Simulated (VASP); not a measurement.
**Ta: single point with BLYP**

Crystal: Ta.

```
CELL_PARAMETERS angstrom
2.90151 0.00000 0.00000
-1.45075 2.51278 0.00000
0.00000 0.00000 10.20873
ATOMIC_POSITIONS crystal
Ta 0.00000 0.00000 0.00000
Ta 0.00000 0.00000 0.50000
Ta 0.33333 0.66667 0.25000
Ta 0.66667 0.33333 0.75000
```

This isn't the form of Ta at room conditions, which is bcc.

| Quantity | Value |
| --- | --- |
| Program | VASP 6.6.1 |
| Task | single point |
| Functional | BLYP |
| Potentials or basis | VASP PAW PBE potentials, release 64 (Ta_sv_GW) |
| Cutoff | 500 eV |
| k mesh | 14 × 14 × 4 |
| Occupations | fermi-dirac, width 0.1 eV |
| Spin | no spin polarisation |

```
Pressure               : 7.2 GPa
Band gap on the k mesh : zero (bands 26 and 27 overlap by 1.07 eV)
```

Levels at points of the mesh, in eV from the Fermi level:
```csv
k point,band 24,band 25,band 26,band 27,band 28,band 29
"(0.00, 0.00, 0.00)",0.35,0.41,0.41,0.51,0.51,0.83
"(0.50, 0.00, 0.00)",-1.13,-0.32,0.43,0.72,1.87,2.49
"(0.00, 0.00, 0.50)",-0.49,0.51,0.51,0.51,0.51,0.82
"(0.50, 0.00, 0.50)",-1.15,0.59,0.59,1.19,1.19,1.38
```

Wall time 2.8 min on 1 thread of Intel(R) Xeon(R) Platinum 8175M CPU @ 2.50GHz (Skylake/Cascade Lake), with other jobs on the host, peak memory 0.29 GiB.

Caveat: the cell stands under pressure; the PAW data sets were made with another functional, which shifts forces and pressure a little; spin-orbit coupling is left out, which moves the levels of the heavy elements.
